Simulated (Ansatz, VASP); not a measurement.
**B in VASP and in Ansatz**

```
B
1.0
     2.20349    0.00000    0.00000
    -1.10175    1.90828    0.00000
     0.00000    0.00000    7.10670
B
4
Direct
  0.00000 0.00000 0.00000
  0.00000 0.00000 0.50000
  0.33333 0.66667 0.75000
  0.66667 0.33333 0.25000
```

Alike in both runs: task relaxation of cell and atoms; functional r2SCAN; k mesh 9 × 9 × 4; occupations gaussian, width 0.1 eV; no spin polarisation.

```csv
,VASP,Ansatz
version,VASP 6.6.1,Ansatz 0.2.0
potentials or method,"VASP PAW PBE potentials, release 64 (B), cutoff 600 eV","scalar-relativistic, plane waves, PAW"
valence electrons in the cell,12,12
```

|  | VASP | Ansatz | Ansatz less VASP |
| --- | --- | --- | --- |
| gap on the k mesh at the Fermi level, each at its own relaxed structure (eV) | none | none | - |
| relaxed volume (Å³/atom) | 5.90 | 5.90 | +0.004 |
| relaxed length of the cell vector where the two differ most in proportion (Å) | 2.090 | 2.090 | +0.0006 |

VASP's potentials were made for PBE, not for r2SCAN. A gap of «none» marks a metal or a gap that the smearing closes.

The k mesh is coarse, so the values compare programs but aren't converged. Noted on VASP's run: the volume moved by over 15 % at a fixed basis, so the end points are rough.
